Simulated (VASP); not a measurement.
# C: single point with LDA

Crystal: C.

```
CELL_PARAMETERS angstrom
2.11730 -1.22264 -0.03299
2.11730 1.22223 0.00980
-1.39167 0.05840 3.33730
ATOMIC_POSITIONS crystal
C 0.83338 0.83338 0.00015
C 0.16662 0.16662 0.99985
```

This cell differs from its parent crystal: strain +0.0350 x Voigt [0, 0, 0, 1, 0, 0].

```json
{"Program": "VASP 6.6.1", "Task": "single point", "Functional": "LDA", "Potentials or basis": "VASP PAW LDA potentials, release 64 (C)", "Cutoff": "520 eV", "k mesh": "14 × 14 × 8", "Occupations": "gaussian, width 0.05 eV", "Spin": "no spin polarisation", "Dipole correction": "no", "Further INCAR settings": "ALGO = Normal; EDIFF = 1e-06; NBANDS = 11"}
```

```json
{
  "Pressure": "0.8 GPa",
  "Largest force": "0.008 eV/Å"
}
```

Forces in eV/Å, atoms in the order of the input:
```
C   -0.002  0.008  0.000
C    0.002 -0.008  0.000
```

Stress tensor (GPa, compression positive):
```
 1.25  0.09  0.01
 0.09  1.11 -0.15
 0.01 -0.15 -0.09
```

Run time: 47 s on 1 thread of Intel(R) Xeon(R) 6975P-C (Granite Rapids), with other jobs on the host, peak memory 0.21 GiB.

Caveat: the cell differs from its parent crystal (strain +0.0350 x Voigt [0, 0, 0, 1, 0, 0]).
